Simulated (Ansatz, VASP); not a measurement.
# One calculation of In, two programs

```
In
1.0
     5.11633    0.00000    0.00000
    -2.55817    4.43087    0.00000
     0.00000    0.00000    3.15790
In
3
Cartesian
  -2.5582 4.4309 0.0000
  0.0000 2.9539 1.5790
  2.5582 1.4770 1.5790
```

Alike in both runs: task single point; functional PBEsol; k mesh 8 × 8 × 11; occupations fermi-dirac, width 0.1 eV; no spin polarisation.

|  | VASP | Ansatz |
| --- | --- | --- |
| version | VASP 6.6.1 | Ansatz 0.2.0 |
| potentials or method | VASP PAW PBE potentials, release 64 (In_d), cutoff 520 eV | plane waves (420 eV) with PAW, scalar-relativistic |
| valence electrons in the cell | 39 | 39 |

|  | VASP | Ansatz | Ansatz less VASP |
| --- | --- | --- | --- |
| pressure (GPa) | 4.4 | 4.5 | +0.07 |
| traceless stress, the component that is largest in VASP (GPa) | -0.32 | -0.32 | -0.004 |

VASP's potentials were made for PBE, not for PBEsol, and Ansatz warns of the same on its side.
